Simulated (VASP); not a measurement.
A run of VASP 6.6.1 is set up as follows.

Contents of INCAR:

```
ALGO = Normal
EDIFF = 1E-6
ENCUT = 520
GGA = PE
ISIF = 2
ISMEAR = 0
LASPH = True
LCHARG = False
LREAL = Auto
LWAVE = False
NBANDS = 48
NELECT = 66.0
NELM = 60
PREC = Accurate
SIGMA = 0.02
```

File KPOINTS:

```
k-points
0
Gamma
  2 2 2
```

Contents of POSCAR:

```
LiSi16
1.0
    0.0000000000      5.4300000000      5.4300000000
    5.4300000000      0.0000000000      5.4300000000
    5.4300000000      5.4300000000      0.0000000000
Si Li
16 1
Direct
   -0.0020505525      0.0019892265      0.0016124309
    0.1273790055      0.1241727440      0.1238418048
   -0.0020715470      0.0019523941      0.4976813076
    0.1226229282      0.1318529466      0.6223569982
   -0.0020695212      0.4980129834      0.0015984346
    0.1226431860      0.6227337937      0.1314280847
   -0.0001053407      0.5000011050      0.4995723757
    0.1225974217      0.6226843462      0.6223379374
    0.4999220994      0.0000020258     -0.0003193370
    0.6241060773      0.1241926335      0.1238508287
    0.5018862799      0.0019809392      0.4976929098
    0.6240891344      0.1241716390      0.6271399632
    0.5018962247      0.4980365562      0.0016139042
    0.6240900552      0.6274583794      0.1238414365
    0.5018639042      0.4980110497      0.4976813996
    0.6317473297      0.6227174954      0.6223609576
    0.2498867403      0.7499990792      0.7495495396
```

Potentials or basis: VASP PAW PBE potentials, release 64 (Si, Li_sv).

Command:

```console
$ cat potpaw_PBE.64/Si/POTCAR potpaw_PBE.64/Li_sv/POTCAR > POTCAR
$ mpirun -np 1 vasp_std > vasp.out
```

Q: Estimate the largest force.

A: 0.006 eV/Å.

Forces on the atoms (eV/Å):
```
Si  -0.002  0.000  0.000
Si   0.001 -0.002 -0.001
Si   0.000  0.000  0.000
Si   0.003 -0.003  0.003
Si   0.000  0.000  0.001
Si   0.003  0.003 -0.003
Si   0.002  0.002  0.000
Si  -0.003 -0.003 -0.003
Si   0.001  0.001  0.000
Si   0.000  0.000  0.001
Si  -0.001  0.000 -0.001
Si  -0.002 -0.002  0.001
Si   0.001 -0.002  0.000
Si  -0.002  0.001 -0.001
Si   0.000  0.000  0.000
Si  -0.003  0.003  0.003
Li   0.001  0.002 -0.001
```

Caveat: the k points lie up to 0.50 Å⁻¹ apart; the cell carries a net charge on a neutralising background, which shifts energy and pressure.
